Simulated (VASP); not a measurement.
# MgB (Pm-3m) in VASP: settings compared, part 2 of 4

VASP 6.6.1.

**3. Single point, PBEsol-based global hybrid with 25 % exact exchange**

This run uses another cell than the first one, of 11.85 Å³/atom.

POSCAR

```
MgB
1.0
    2.8721802121      0.0000000000      0.0000000000
    0.0000000000      2.8721802121      0.0000000000
    0.0000000000      0.0000000000      2.8721802121
Mg B
1 1
Direct
    0.0000000000      0.0000000000      0.0000000000
    0.5000000000      0.5000000000      0.5000000000
```

INCAR.step1

```
PREC     = Accurate       # precision mode
ENCUT    = 520            # plane-wave cutoff, eV
EDIFF    = 1E-5           # SCF threshold, eV
ISMEAR   = -1             # smearing method
SIGMA    = 0.05           # smearing width, eV
LREAL    = F              # projectors in reciprocal space
LASPH    = T              # aspherical terms in the spheres
NELM     = 80             # most SCF steps
ALGO     = Normal         # electronic algorithm
ISIF     = 2              # what is computed and relaxed
LWAVE    = T              # write WAVECAR
LCHARG   = F              # write CHGCAR
NBANDS   = 10             # bands
GGA      = PE             # functional
```

INCAR.step2

```
PREC     = Accurate       # precision mode
ENCUT    = 520            # plane-wave cutoff, eV
EDIFF    = 1E-6           # SCF threshold, eV
ISMEAR   = -1             # smearing method
SIGMA    = 0.05           # smearing width, eV
LREAL    = F              # projectors in reciprocal space
LASPH    = T              # aspherical terms in the spheres
NELM     = 80             # most SCF steps
ALGO     = Normal         # electronic algorithm
ISIF     = 2              # what is computed and relaxed
LWAVE    = F              # write WAVECAR
LCHARG   = F              # write CHGCAR
GGA      = PS             # functional
LHFCALC  = T              # exact exchange
AEXX     = 0.25           # exact-exchange fraction
PRECFOCK = Normal       
NBANDS   = 10             # bands
ISTART   = 1
```

KPOINTS

```
regular mesh
0
Gamma
  5 5 5
```

Potentials or basis: VASP PAW PBE potentials, release 64 (Mg, B).

Command:

```bash
> cat potpaw_PBE.64/Mg/POTCAR potpaw_PBE.64/B/POTCAR > POTCAR
> cp INCAR.step1 INCAR
> mpirun -np 1 vasp_std > vasp.out
> cp INCAR.step2 INCAR
> mpirun -np 1 vasp_std > vasp.out
```

OUTCAR:

```text
PREC = Accurate
   ENCUT = 520
   EDIFF = 1E-6
   ISMEAR = -1
   LREAL = F
   LASPH = T
   NELM = 80
   ISIF = 2
   GGA = PS
   LHFCALC = T
   AEXX = 0.25
   PRECFOCK = Normal
   ISTART = 1

 ion  position               nearest neighbor table
   1  0.000  0.000  0.000-   2 2.49   2 2.49   2 2.49   2 2.49   2 2.49   2 2.49   2 2.49   2 2.49

   2  0.500  0.500  0.500-   1 2.49   1 2.49   1 2.49   1 2.49   1 2.49   1 2.49   1 2.49   1 2.49

  LATTYP: Found a simple cubic cell.
 ALAT       =     2.8721802121

  Lattice vectors:

 A1 = (   2.8721802121,   0.0000000000,   0.0000000000)
 A2 = (   0.0000000000,   2.8721802121,   0.0000000000)
 A3 = (   0.0000000000,   0.0000000000,   2.8721802121)

Analysis of symmetry for initial positions (statically):
=====================================================================
 Subroutine PRICEL returns:
 Original cell was already a primitive cell.

 Routine SETGRP: Setting up the symmetry group for a
 simple cubic supercell.

 Subroutine GETGRP returns: Found 48 space group operations
 (whereof 48 operations were pure point group operations)
 out of a pool of 48 trial point group operations.

The static configuration has the point symmetry O_h .

Analysis of symmetry for dynamics (positions and initial velocities):
=====================================================================
 Subroutine PRICEL returns:
 Original cell was already a primitive cell.

 Routine SETGRP: Setting up the symmetry group for a
 simple cubic supercell.

 Subroutine GETGRP returns: Found 48 space group operations
 (whereof 48 operations were pure point group operations)
 out of a pool of 48 trial point group operations.

The dynamic configuration has the point symmetry O_h .

 Subroutine INISYM returns: Found 48 space group operations
 (whereof 48 operations are pure point group operations),
 and found     1 'primitive' translations

----------------------------------------------------------------------------------------

                                     Primitive cell

  volume of cell :      23.6938

  direct lattice vectors                    reciprocal lattice vectors
     2.872180212  0.000000000  0.000000000     0.348167568  0.000000000  0.000000000
     0.000000000  2.872180212  0.000000000     0.000000000  0.348167568  0.000000000
     0.000000000  0.000000000  2.872180212     0.000000000  0.000000000  0.348167568

  length of vectors
     2.872180212  2.872180212  2.872180212     0.348167568  0.348167568  0.348167568

  position of ions in fractional coordinates (direct lattice)
     0.000000000  0.000000000  0.000000000
     0.500000000  0.500000000  0.500000000

  ion indices of the primitive-cell ions
   primitive index   ion index
                 1           1
                 2           2

----------------------------------------------------------------------------------------

 KPOINTS: regular mesh

Automatic generation of k-mesh.
 Grid dimensions read from file:
 generate k-points for:    5    5    5

 Generating k-lattice:

  Cartesian coordinates                     Fractional coordinates (reciprocal lattice)
[... 31 lines left out ...]
   dimension x,y,z NGXF=    48 NGYF=   48 NGZF=   48
   ions per type =               1   1
   NGX,Y,Z   is equivalent  to a cutoff of  13.89, 13.89, 13.89 a.u.
   NGXF,Y,Z  is equivalent  to a cutoff of  27.78, 27.78, 27.78 a.u.
 SYSTEM =  unknown system
   PREC   = accura    normal or accurate (medium, high low for compatibility)
   ISTART =      1    job   : 0-new  1-cont  2-samecut
   ICHARG =      0    charge: 1-file 2-atom 10-const
   ISPIN  =      1    spin polarized calculation?
   LNONCOLLINEAR =      F non collinear calculations
   LSORBIT =      F    spin-orbit coupling
   LASPH  =      T    aspherical Exc in radial PAW
   ENCUT  =  520.0 eV  38.22 Ry    6.18 a.u.   5.34  5.34  5.34*2*pi/ulx,y,z
   NELM   =     80;   NELMIN=  2; NELMDL=  0     # of ELM steps
   EDIFF  = 0.1E-05   stopping-criterion for ELM
   LREAL  =      F    real-space projection
   EDIFFG = 0.1E-04   stopping-criterion for IOM
   NSW    =      0    number of steps for IOM
   IBRION =     -1    ionic relax: 0-MD 1-quasi-New 2-CG
   NFREE  =      0    steps in history (QN), initial steepest desc. (CG)
   ISIF   =      2    stress and relaxation
   ISYM   =      3    0-nonsym 1-usesym 2-fastsym
   POTIM  = 0.5000    time-step for ionic-motion
   TEBEG  =    0.0;   TEEND  =   0.0 temperature during run
   PSTRESS=    0.0 pullay stress
   NELECT =       5.0000    total number of electrons
   NUPDOWN=      -1.0000    fix difference up-down
   EMIN   =  10.00;   EMAX   =-10.00  energy-range for DOS
   EFERMI =   0.00;   METHOD = LEGACY
   ISMEAR =    -1;   SIGMA  =   0.05  broadening in eV -4-tet -1-fermi 0-gaus
   EFERMI_NEDOS =   21; number of points for ismear=-14 and -15
   IALGO  =     38    algorithm
   IMIX   =      1    mixing-type and parameters
     AMIX     =   0.40;   BMIX     =  1.00
     AMIX_MAG =   1.60;   BMIX_MAG =  1.00
  volume/ion in A,a.u.               =      11.85        79.95
  Fermi-wavevector in a.u.,A,eV,Ry     =   0.974660  1.841840 12.925019  0.949962
  Thomas-Fermi vector in A             =   2.105138
   LORBIT       =      0    0 simple, 1 ext, 2 COOP (PROOUT), +10 PAW based schemes
   GGA     = PS    functional components
   LHFCALC =     T    Hartree Fock is set to
   PRECFOCK=normal    Normal, Fast or Accurate (Low or Medium for compatibility)
   ENCUT4O =  -1.0   cutoff for four orbital integrals eV
   NKREDX  =     1    reduce k-point grid by
   NKREDY  =     1    reduce k-point grid by
   NKREDZ  =     1    reduce k-point grid by
   AEXX    =    0.2500 exact exchange contribution
   HFSCREEN=    0.0000 screening length (either q_TF or 0.3 A-1)
   HFSCREENC=   0.0000 screening length for correlation (either q_TF or 0.3 A-1)
   ENCUTFOCK=  -1.0 apply spherical cutoff to Coloumb kernel
   IVDW    =     0    specifies the selected vdW correction
   LEPSILON=     F    determine dielectric tensor
   LRPA    =     F    only Hartree local field effects (RPA)
 non-spin polarized calculation
  energy-cutoff  :      520.00
  volume of cell :       23.69
 maximum number of plane-waves:       655
 NGX is ok and might be reduce to    24
  NGX = 18; NGY = 18; NGZ = 18

 number of electron       5.0000000 magnetization

 Free energy of the ion-electron system (eV)
  ---------------------------------------------------
  ext. energy  EPLUGINS =         0.00000000
  ---------------------------------------------------
  free energy    TOTEN  =        -7.78511221 eV

  energy without entropy =       -7.77931712  energy(sigma->0) =       -7.78221466

 E-fermi :   4.9149     XC(G=0):  -8.2832

 val. band max:        4.2059706152   @ k =   0.4000   0.4000   0.4000
 cond. band min:       4.9593127822   @ k =   0.2000   0.2000   0.0000
 fundamental gap:      0.7533421670
 Fermi energy:         4.9149478937

 k-point     1 :       0.0000    0.0000    0.0000
  band No.  band energies     occupation
      1      -8.2865      2.00000
      2       8.1007      0.00000
      3       8.1007      0.00000
      4       8.1007      0.00000
      5      12.5855      0.00000
      6      12.5855      0.00000
      7      15.3066      0.00000
      8      24.9347      0.00000
      9      24.9347      0.00000
     10      24.9347      0.00000
[... 105 lines left out ...]
 k-point    10 :       0.4000    0.4000    0.4000
  band No.  band energies     occupation
      1      -0.5984      2.00000
      2       2.6888      2.00000
      3       2.6888      2.00000
      4       4.2060      2.00000
      5      10.5290      0.00000
      6      10.5290      0.00000
      7      10.6579      0.00000
      8      18.2013      0.00000
      9      27.0725      0.00000
     10      27.4255      0.00000

------------------------ aborting loop because EDIFF is reached ----------------------------------------

  FORCE on cell =-STRESS in cart. coord.  units (eV):
  Direction    XX          YY          ZZ          XY          YZ          ZX
  --------------------------------------------------------------------------------------
  -------------------------------------------------------------------------------------
  Total       -0.0169625     -0.0169625     -0.0169625      0.0000000      0.0000000      0.0000000
  in kB       -1.1470068     -1.1470068     -1.1470068      0.0000000      0.0000000      0.0000000
  external PRESSURE =      -1.1470068 kB  Pullay stress =       0.0000000 kB

 VOLUME and BASIS-vectors are now :
 -----------------------------------------------------------------------------
  energy-cutoff  :      520.00
  volume of cell :       23.69
      direct lattice vectors                 reciprocal lattice vectors
     2.872180212  0.000000000  0.000000000     0.348167568  0.000000000  0.000000000
     0.000000000  2.872180212  0.000000000     0.000000000  0.348167568  0.000000000
     0.000000000  0.000000000  2.872180212     0.000000000  0.000000000  0.348167568

 POSITION                                       TOTAL-FORCE (eV/Angst)
 -----------------------------------------------------------------------------------
      0.00000      0.00000      0.00000         0.000000      0.000000      0.000000
      1.43609      1.43609      1.43609         0.000000      0.000000      0.000000
 -----------------------------------------------------------------------------------
    total drift:                               -0.000000      0.000000      0.000000

  FREE ENERGIE OF THE ION-ELECTRON SYSTEM (eV)
  ---------------------------------------------------
  free  energy   TOTEN  =        -7.7851122102 eV

  energy  without entropy=       -7.7793171175  energy(sigma->0) =       -7.78221466
```

Wall time 2.6 min (1 thread of Intel Xeon 8259CL, shared host); peak memory 0.15 GiB.

What came out:

| Quantity | Value |
| --- | --- |
| Free energy | -7.7851 eV |
| Pressure | -0.1 GPa |
| Band gap on the k mesh | zero (an odd number of electrons rules out a gap without spin polarisation) |

Caveat: the k points lie up to 0.44 Å⁻¹ apart, too coarse for converged energies and pressures of a metal; the PAW data sets were made with another functional, which shifts forces and pressure a little.

**4. Relaxation of cell and atoms, PBE0**

This run uses another cell than the first one, of 12.13 Å³/atom.

POSCAR

```
MgB
1.0
    2.8951500000      0.0000000000      0.0000000000
    0.0000000000      2.8951500000      0.0000000000
    0.0000000000      0.0000000000      2.8951500000
Mg B
1 1
Direct
    0.0000000000      0.0000000000      0.0000000000
    0.5000000000      0.5000000000      0.5000000000
```

INCAR.step1

```
PREC = Accurate
ENCUT = 600
EDIFF = 1E-5
ISMEAR = -1
SIGMA = 0.05
LREAL = False
LASPH = True
NELM = 60
ALGO = Normal
LWAVE = True
LCHARG = False
GGA = PE
NBANDS = 10
```

INCAR.step2

```
PREC = Accurate
ENCUT = 600
EDIFF = 1E-6
ISMEAR = -1
SIGMA = 0.05
LREAL = False
LASPH = True
NELM = 60
ALGO = Normal
ISIF = 3
LWAVE = False
LCHARG = False
GGA = PE
LHFCALC = True
AEXX = 0.25
PRECFOCK = Normal
IBRION = 2
NSW = 60
EDIFFG = -0.01
ISTART = 1
```

KPOINTS

```
Automatic mesh
0
Gamma
  5 5 5
```

Potentials or basis: VASP PAW PBE potentials, release 64 (Mg, B).

Command:

```bash
> cat potpaw_PBE.64/Mg/POTCAR potpaw_PBE.64/B/POTCAR > POTCAR
> cp INCAR.step1 INCAR
> mpirun -np 1 vasp_std > vasp.out
> cp INCAR.step2 INCAR
> mpirun -np 1 vasp_std > vasp.out
```

OUTCAR:

```text
PREC = Accurate
   ENCUT = 600
   EDIFF = 1E-6
   ISMEAR = -1
   LREAL = False
   LASPH = True
   NELM = 60
   ISIF = 3
   GGA = PE
   LHFCALC = True
   AEXX = 0.25
   PRECFOCK = Normal
   IBRION = 2
   NSW = 60
   EDIFFG = -0.01
   ISTART = 1

 ion  position               nearest neighbor table
   1  0.000  0.000  0.000-   2 2.51   2 2.51   2 2.51   2 2.51   2 2.51   2 2.51   2 2.51   2 2.51

   2  0.500  0.500  0.500-   1 2.51   1 2.51   1 2.51   1 2.51   1 2.51   1 2.51   1 2.51   1 2.51

  LATTYP: Found a simple cubic cell.
 ALAT       =     2.8951500000

  Lattice vectors:

 A1 = (   2.8951500000,   0.0000000000,   0.0000000000)
 A2 = (   0.0000000000,   2.8951500000,   0.0000000000)
 A3 = (   0.0000000000,   0.0000000000,   2.8951500000)

Analysis of symmetry for initial positions (statically):
=====================================================================
 Subroutine PRICEL returns:
 Original cell was already a primitive cell.

 Routine SETGRP: Setting up the symmetry group for a
 simple cubic supercell.

 Subroutine GETGRP returns: Found 48 space group operations
 (whereof 48 operations were pure point group operations)
 out of a pool of 48 trial point group operations.

The static configuration has the point symmetry O_h .

Analysis of symmetry for dynamics (positions and initial velocities):
=====================================================================
 Subroutine PRICEL returns:
 Original cell was already a primitive cell.

 Routine SETGRP: Setting up the symmetry group for a
 simple cubic supercell.

 Subroutine GETGRP returns: Found 48 space group operations
 (whereof 48 operations were pure point group operations)
 out of a pool of 48 trial point group operations.
[... 165 lines left out ...]
 -----------------------------------------------------------------------------------
      0.00000      0.00000      0.00000         0.000000      0.000000      0.000000
      1.44758      1.44758      1.44758         0.000000      0.000000      0.000000
 -----------------------------------------------------------------------------------
    total drift:                                0.000000     -0.000000      0.000000

  FREE ENERGIE OF THE ION-ELECTRON SYSTEM (eV)
  ---------------------------------------------------
  free  energy   TOTEN  =        -7.4149532705 eV

  energy  without entropy=       -7.4091580060  energy(sigma->0) =       -7.41205564

--------------------------------------- Ionic step        2  -------------------------------------------

 number of electron       5.0000000 magnetization

 Free energy of the ion-electron system (eV)
  ---------------------------------------------------
  ext. energy  EPLUGINS =         0.00000000
  ---------------------------------------------------
  free energy    TOTEN  =        -7.41615694 eV

  energy without entropy =       -7.41036180  energy(sigma->0) =       -7.41325937

 E-fermi :   4.8628     XC(G=0):  -8.2027

 val. band max:        4.1671302552   @ k =   0.2000   0.2000   0.2000
 cond. band min:       4.9071330416   @ k =   0.2000   0.2000   0.0000
 fundamental gap:      0.7400027864
 Fermi energy:         4.8627682287

 k-point     1 :       0.0000    0.0000    0.0000
  band No.  band energies     occupation
      1      -8.2610      2.00000
      2       8.0369      0.00000
      3       8.0369      0.00000
      4       8.0369      0.00000
      5      12.5547      0.00000
      6      12.5547      0.00000
[... 73 lines left out ...]
 k-point    10 :       0.4000    0.4000    0.4000
  band No.  band energies     occupation
      1      -0.6390      2.00000
      2       2.6795      2.00000
      3       2.6795      2.00000
      4       4.1173      2.00000
      5      10.4849      0.00000
      6      10.4849      0.00000

------------------------ aborting loop because EDIFF is reached ----------------------------------------

  FORCE on cell =-STRESS in cart. coord.  units (eV):
  Direction    XX          YY          ZZ          XY          YZ          ZX
  --------------------------------------------------------------------------------------
  -------------------------------------------------------------------------------------
  Total        0.0096056      0.0096056      0.0096056     -0.0000000     -0.0000000      0.0000000
  in kB        0.6428816      0.6428816      0.6428816     -0.0000000     -0.0000000      0.0000000
  external PRESSURE =       0.6428816 kB  Pullay stress =       0.0000000 kB

 VOLUME and BASIS-vectors are now :
 -----------------------------------------------------------------------------
  energy-cutoff  :      600.00
  volume of cell :       23.94
      direct lattice vectors                 reciprocal lattice vectors
     2.882046046  0.000000000 -0.000000000     0.346975719  0.000000000 -0.000000000
    -0.000000000  2.882046046 -0.000000000    -0.000000000  0.346975719 -0.000000000
     0.000000000  0.000000000  2.882046046     0.000000000  0.000000000  0.346975719

 POSITION                                       TOTAL-FORCE (eV/Angst)
 -----------------------------------------------------------------------------------
      0.00000      0.00000      0.00000        -0.000000     -0.000000      0.000000
      1.44102      1.44102      1.44102         0.000000      0.000000      0.000000
 -----------------------------------------------------------------------------------
    total drift:                                0.000000     -0.000000      0.000000

  FREE ENERGIE OF THE ION-ELECTRON SYSTEM (eV)
  ---------------------------------------------------
  free  energy   TOTEN  =        -7.4161569361 eV

  energy  without entropy=       -7.4103617990  energy(sigma->0) =       -7.41325937

 reached required accuracy - stopping structural energy minimisation
```

OSZICAR.step1:

```text
N       E                     dE             d eps       ncg     rms          rms(c)
DAV:   1     0.220870925655E+01    0.22087E+01   -0.21688E+03   208   0.397E+02
DAV:   2    -0.652875170491E+01   -0.87375E+01   -0.81658E+01   232   0.618E+01
DAV:   3    -0.673672249961E+01   -0.20797E+00   -0.20742E+00   258   0.784E+00
DAV:   4    -0.673720755987E+01   -0.48506E-03   -0.48500E-03   246   0.400E-01
DAV:   5    -0.673720919032E+01   -0.16305E-05   -0.16306E-05   246   0.215E-02    0.182E+00
DAV:   6    -0.658148815554E+01    0.15572E+00   -0.19320E-01   216   0.165E+00    0.972E-01
DAV:   7    -0.653938893861E+01    0.42099E-01   -0.11926E-01   220   0.132E+00    0.328E-01
DAV:   8    -0.653739034693E+01    0.19986E-02   -0.25417E-03   222   0.416E-01    0.312E-02
DAV:   9    -0.653738561833E+01    0.47286E-05   -0.15662E-05   222   0.216E-02
   1 F= -.65373856E+01 E0= -.65320704E+01  d E =-.106304E-01
```

Run time: 2.9 min. Hardware: 1 thread of Intel Xeon 8259CL, shared host; peak memory 0.15 GiB.

What came out:

| Property | Result |
| --- | --- |
| Free energy | -7.4162 eV |
| Relaxed volume | 11.97 Å³/atom |
| Relaxed cell | a = 2.882 Å, b = 2.882 Å, c = 2.882 Å, α = 90.00°, β = 90.00°, γ = 90.00° |
| Space group after relaxing (to 0.1 Å) | Pm-3m (No. 221) |
| Energy gained by relaxing | 0.6 meV/atom |
| Ionic steps | 2 |
| Pressure after relaxing | 0.1 GPa |
| Band gap on the k mesh | zero (an odd number of electrons rules out a gap without spin polarisation) |

Step by step:
```tsv
step	energy change (eV)	largest force (eV/Å)	pressure (GPa)	volume (Å³)
1	0.0000	0.0000	-1.24	24.27
2	-0.0012	0.0000	0.06	23.94
```

Final structure:
```xyz
2
Lattice="2.8820 0.0000 0.0000 0.0000 2.8820 0.0000 0.0000 0.0000 2.8820" Properties=species:S:1:pos:R:3 pbc="T T T"
Mg    0.0000    0.0000    0.0000
B     1.4410    1.4410    1.4410
```

Levels at points of the mesh, in eV from the Fermi level:
| k point | band 1 | band 2 | band 3 | band 4 | band 5 |
| --- | --- | --- | --- | --- | --- |
| (0.00, 0.00, 0.00) | -13.12 | 3.17 | 3.17 | 3.17 | 7.69 |

Caveat: the k points lie up to 0.44 Å⁻¹ apart in the final cell, too coarse for converged energies and pressures of a metal; the PAW data sets were made with another functional, which shifts forces and pressure a little.

(Part 2 of 4 ends here.)
